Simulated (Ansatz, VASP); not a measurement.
**Si in VASP and in Ansatz**

Contents of INCAR:

```
SYSTEM = Si
PREC = Accurate ; ENCUT = 520
EDIFF = 1E-6 ; ISMEAR = 0
SIGMA = 0.1 ; LREAL = .False.
LASPH = .True. ; NELM = 80
ALGO = Normal ; ISIF = 2
LWAVE = .False. ; LCHARG = .False.
GGA = PE ; NBANDS = 26
```

File KPOINTS:

```
regular mesh
0
Gamma
  4 4 4
  0 0 0
```

POSCAR

```
Si
1.0
    3.2008762645     -1.9341044126      0.9871488616
   -3.2008762645     -1.9341044126     -0.9871488616
    2.6576827269      1.9341044126    -12.4003255420
Si
8
Direct
    0.0625006497      0.0312495405      0.5937501902
    0.0625006497      0.5312495405      0.0937501902
    0.4374993502      0.7187504595      0.6562498098
    0.4374993502      0.2187504595      0.1562498098
    0.9374993503      0.4687504595      0.9062498098
    0.9374993503      0.9687504595      0.4062498098
    0.5625006497      0.7812495405      0.8437501902
    0.5625006497      0.2812495405      0.3437501902
```

Input for Ansatz:

```yaml
crystal:
  lattice:
    - [3.2008762645, -1.9341044126, 0.9871488616]
    - [-3.2008762645, -1.9341044126, -0.9871488616]
    - [2.6576827269, 1.9341044126, -12.400325542]
  atoms:
    - { symbol: Si, position: [0.0625006497, 0.0312495405, 0.5937501902] }
    - { symbol: Si, position: [0.0625006497, 0.5312495405, 0.0937501902] }
    - { symbol: Si, position: [0.4374993502, 0.7187504595, 0.6562498098] }
    - { symbol: Si, position: [0.4374993502, 0.2187504595, 0.1562498098] }
    - { symbol: Si, position: [0.9374993503, 0.4687504595, 0.9062498098] }
    - { symbol: Si, position: [0.9374993503, 0.9687504595, 0.4062498098] }
    - { symbol: Si, position: [0.5625006497, 0.7812495405, 0.8437501902] }
    - { symbol: Si, position: [0.5625006497, 0.2812495405, 0.3437501902] }
basis:
  ecutwfc: 420
kpoints:
  mp_grid: { grid: [4, 4, 4] }
hamiltonian:
  xc: pbe
scf:
  occupations: { method: gaussian, width: 0.1 }
  lower_state_search: "off"
output:
  forces: true
  stress: true
  eigenvalues: true
```

Alike in both runs: task single point; functional PBE; k mesh 4 × 4 × 4; occupations gaussian, width 0.1 eV; no spin polarisation.

```csv
,VASP,Ansatz
version,VASP 6.6.1,Ansatz 0.2.0
potentials or method,"VASP PAW PBE potentials, release 64 (Si), cutoff 520 eV","scalar-relativistic, plane waves, PAW"
valence electrons in the cell,32,32
```

Ansatz gave:

```
gap on the k mesh at the Fermi level (eV)                     : 0.74
least direct gap on the mesh (eV)                             : 1.45
pressure (GPa)                                                : 0.3
traceless stress, the component that is largest in VASP (GPa) : -0.87
rms of the force components (eV/Å)                            : 0.013
```

Problem. Estimate VASP's values.

Solution. gap on the k mesh at the Fermi level (eV): 0.74; least direct gap on the mesh (eV): 1.45; pressure (GPa): 0.2; traceless stress, the component that is largest in VASP (GPa): -0.86; rms of the force components (eV/Å): 0.013.

Atom by atom the forces differ by 0.000 eV/Å (rms over components). With one functional, cell and mesh, what is left measures potentials, basis and numerics.

The k mesh is coarse, so the values compare programs but aren't converged.
